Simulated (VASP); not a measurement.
# TaN (P-6m2) in VASP: a series of runs

TaN is run at these levels: PBEsol; tasks: single point.

Program: VASP 6.6.1. These are calculated values, not measurements. Logs are shortened: lines on timing, memory, paths and dates and some standing lists are left out, and cuts for length are marked.

### Step 1. The cell of the first run

Symmetry: P-6m2, No. 187, hexagonal system. Conventional cell: a = 2.991 Å, b = 2.991 Å, c = 3.182 Å, α = 90.00°, β = 90.00°, γ = 120.00°. Ta (site symmetry -6m2) has 6 N at 2.35 Å and 8 Ta at 2.99 to 3.18 Å within 3.2 Å. N (site symmetry -6m2) has 6 Ta at 2.35 Å and 8 N at 2.99 to 3.18 Å within 3.2 Å.

### Step 2. Single point, PBEsol (12.33 Å³/atom)

Input file INCAR:

```
PREC = Accurate
ENCUT = 520
EDIFF = 1E-7
ISMEAR = 0
SIGMA = 0.15
LREAL = False
LASPH = True
NELM = 60
ALGO = Normal
ISIF = 2
LWAVE = False
LCHARG = True
GGA = PS
LELF = True
LVHAR = True
NBANDS = 15
```

Input file KPOINTS:

```
Automatic mesh
0
Gamma
  21 21 18
```

Input file POSCAR:

```
TaN
1.0
    2.9913646176      0.0000000000      0.0000000000
   -1.4956823088      2.5905977508      0.0000000000
    0.0000000000      0.0000000000      3.1819145437
Ta N
1 1
Direct
    0.3333333333      0.6666666667      0.5000000000
    0.0000000000      0.0000000000      0.0000000000
```

Potentials or basis: VASP PAW PBE potentials, release 64 (Ta_pv, N).

Run with:

```sh
> cat potpaw_PBE.64/Ta_pv/POTCAR potpaw_PBE.64/N/POTCAR > POTCAR
> mpirun -np 1 vasp_std > vasp.out
```

OUTCAR:

```text
PREC = Accurate
   ENCUT = 520
   EDIFF = 1E-7
   ISMEAR = 0
   LREAL = False
   LASPH = True
   NELM = 60
   ISIF = 2
   GGA = PS

 ion  position               nearest neighbor table
   1  0.333  0.667  0.500-   2 2.35   2 2.35   2 2.35   2 2.35   2 2.35   2 2.35
   2  0.000  0.000  0.000-   1 2.35   1 2.35   1 2.35   1 2.35   1 2.35   1 2.35

  LATTYP: Found a hexagonal cell.
 ALAT       =     2.9913646176
 C/A-ratio  =     1.0637000000

  Lattice vectors:

 A1 = (   2.9913646176,   0.0000000000,   0.0000000000)
 A2 = (  -1.4956823088,   2.5905977508,   0.0000000000)
 A3 = (   0.0000000000,   0.0000000000,   3.1819145437)

Analysis of symmetry for initial positions (statically):
=====================================================================
 Subroutine PRICEL returns:
 Original cell was already a primitive cell.

 Routine SETGRP: Setting up the symmetry group for a
 hexagonal supercell.

 Subroutine GETGRP returns: Found 12 space group operations
 (whereof 12 operations were pure point group operations)
 out of a pool of 24 trial point group operations.

The static configuration has the point symmetry D_3h.

Analysis of symmetry for dynamics (positions and initial velocities):
=====================================================================
 Subroutine PRICEL returns:
 Original cell was already a primitive cell.

 Routine SETGRP: Setting up the symmetry group for a
 hexagonal supercell.

 Subroutine GETGRP returns: Found 12 space group operations
 (whereof 12 operations were pure point group operations)
 out of a pool of 24 trial point group operations.

The dynamic configuration has the point symmetry D_3h.

 Subroutine INISYM returns: Found 12 space group operations
 (whereof 12 operations are pure point group operations),
 and found     1 'primitive' translations

----------------------------------------------------------------------------------------

                                     Primitive cell

  volume of cell :      24.6580

  direct lattice vectors                    reciprocal lattice vectors
     2.991364618  0.000000000  0.000000000     0.334295590  0.193005649  0.000000000
    -1.495682309  2.590597751  0.000000000     0.000000000  0.386011298  0.000000000
     0.000000000  0.000000000  3.181914544     0.000000000  0.000000000  0.314276196

  length of vectors
[... 91 lines left out ...]
   TEBEG  =    0.0;   TEEND  =   0.0 temperature during run
   PSTRESS=    0.0 pullay stress
   NELECT =      16.0000    total number of electrons
   NUPDOWN=      -1.0000    fix difference up-down
   EMIN   =  10.00;   EMAX   =-10.00  energy-range for DOS
   EFERMI =   0.00;   METHOD = LEGACY
   ISMEAR =     0;   SIGMA  =   0.15  broadening in eV -4-tet -1-fermi 0-gaus
   EFERMI_NEDOS =   21; number of points for ismear=-14 and -15
   IALGO  =     38    algorithm
   IMIX   =      4    mixing-type and parameters
     AMIX     =   0.40;   BMIX     =  1.00
     AMIX_MAG =   1.60;   BMIX_MAG =  1.00
  volume/ion in A,a.u.               =      12.33        83.20
  Fermi-wavevector in a.u.,A,eV,Ry     =   1.417301  2.678311 27.330610  2.008743
  Thomas-Fermi vector in A             =   2.538546
   LORBIT       =      0    0 simple, 1 ext, 2 COOP (PROOUT), +10 PAW based schemes
   GGA     = PS    functional components
   LHFCALC =     F    Hartree Fock is set to
   AEXX    =    0.0000 exact exchange contribution
   IVDW    =     0    specifies the selected vdW correction
   LEPSILON=     F    determine dielectric tensor
   LRPA    =     F    only Hartree local field effects (RPA)
 non-spin polarized calculation
 Gauss-broadening in eV      SIGMA  =   0.15
  energy-cutoff  :      520.00
  volume of cell :       24.66
 maximum number of plane-waves:       696
 NGX is ok and might be reduce to    24
   NGX = 11   NGY = 11   NGZ = 11

 number of electron      15.9999997 magnetization

 Free energy of the ion-electron system (eV)
  ---------------------------------------------------
  ext. energy  EPLUGINS =         0.00000000
  ---------------------------------------------------
  free energy    TOTEN  =       -23.15544348 eV

  energy without entropy =      -23.15470366  energy(sigma->0) =      -23.15507357

 E-fermi :   6.6383     XC(G=0): -12.7949

 val. band max:        6.6032062244   @ k =   0.0476   0.0000   0.5000
 cond. band min:       6.6412235614   @ k =   0.0476   0.0000   0.4444
 fundamental gap:      0.0380173370
 Fermi energy:         6.6383164274

 k-point     1 :       0.0000    0.0000    0.0000
  band No.  band energies     occupation
      1     -28.6171      2.00000
      2     -28.2102      2.00000
      3     -28.2102      2.00000
      4      -9.8821      2.00000
      5       2.6754      2.00000
      6       3.3150      2.00000
      7       3.3150      2.00000
      8       3.5945      2.00000
      9       8.6048      0.00000
     10       9.3415      0.00000
     11       9.3415      0.00000
     12       9.8856      0.00000
     13       9.8856      0.00000
     14      18.8503      0.00000
[... 401 lines left out ...]
      2     -28.5593      2.00000
      3     -28.3215      2.00000
      4      -8.9346      2.00000
      5       1.0178      2.00000
      6       2.4790      2.00000
      7       3.6964      2.00000
      8       4.0965      2.00000
      9       7.7559      0.00000
     10       9.1247      0.00000
     11      10.1375      0.00000
     12      10.9653      0.00000
     13      11.3306      0.00000
     14      19.1760      0.00000
     15      19.5517      0.00000

 [... further k-points ...]

------------------------ aborting loop because EDIFF is reached ----------------------------------------

  FORCE on cell =-STRESS in cart. coord.  units (eV):
  Direction    XX          YY          ZZ          XY          YZ          ZX
  --------------------------------------------------------------------------------------
  -------------------------------------------------------------------------------------
  Total       -3.8005480     -3.8005480    -10.2933778      0.0000000     -0.0000000     -0.0000000
  in kB     -246.9442707   -246.9442707   -668.8221485      0.0000000     -0.0000000     -0.0000000
  external PRESSURE =    -387.5702300 kB  Pullay stress =       0.0000000 kB

 VOLUME and BASIS-vectors are now :
 -----------------------------------------------------------------------------
  energy-cutoff  :      520.00
  volume of cell :       24.66
      direct lattice vectors                 reciprocal lattice vectors
     2.991364618  0.000000000  0.000000000     0.334295590  0.193005649  0.000000000
    -1.495682309  2.590597751  0.000000000     0.000000000  0.386011298  0.000000000
     0.000000000  0.000000000  3.181914544     0.000000000  0.000000000  0.314276196

 POSITION                                       TOTAL-FORCE (eV/Angst)
 -----------------------------------------------------------------------------------
     -0.00000      1.72707      1.59096        -0.000000      0.000000      0.000000
      0.00000      0.00000      0.00000         0.000000     -0.000000      0.000000
 -----------------------------------------------------------------------------------
    total drift:                                0.000000     -0.000000     -0.000000

  FREE ENERGIE OF THE ION-ELECTRON SYSTEM (eV)
  ---------------------------------------------------
  free  energy   TOTEN  =       -23.1554434815 eV

  energy  without entropy=      -23.1547036629  energy(sigma->0) =      -23.15507357
```

stdout:

```text
POSCAR found type information on POSCAR TaN
 POSCAR found :  2 types and       2 ions
 scaLAPACK will be used
 -----------------------------------------------------------------------------
|                                                                             |
|                                                                             |
|     You enforced a specific xc type in the INCAR file but a different       |
|     I HOPE YOU KNOW WHAT YOU ARE DOING!                                     |
|                                                                             |
 -----------------------------------------------------------------------------

 LDA part: xc-table for (Slater+PW92), standard interpolation
 POSCAR, INCAR and KPOINTS ok, starting setup
 FFT: planning ... GRIDC
 FFT: planning ... GRID_SOFT
 FFT: planning ... GRID
 WAVECAR not read
 entering main loop
```

It took 3 min on 1 thread of Intel Xeon 8259CL, shared host; peak memory 0.29 GiB.

What came out:

| Property | Result |
| --- | --- |
| Free energy | -23.1554 eV |
| Pressure | -38.8 GPa |
| Band gap on the k mesh | zero (bands 8 and 9 overlap by 0.40 eV) |

Levels at points of the mesh, in eV from the Fermi level:
```
           k point  band 4  band 5  band 6  band 7  band 8  band 9  band 10  band 11  band 12  band 13
(0.00, 0.00, 0.00)  -16.52   -3.96   -3.32   -3.32   -3.04    1.97     2.70     2.70     3.25     3.25
(0.00, 0.00, 0.50)  -14.71   -8.58   -2.57   -2.57   -0.11   -0.11     1.03     3.38     3.38     7.48
```

Caveat: the stress differs along the axes, from -67 to -25 GPa; the PAW data sets were made with another functional, which shifts forces and pressure a little; spin-orbit coupling is left out, which moves the levels of the heavy elements.

[end of part 1 of 2]

The gap in the log of VASP goes by the Fermi energy; the results here count the filled bands.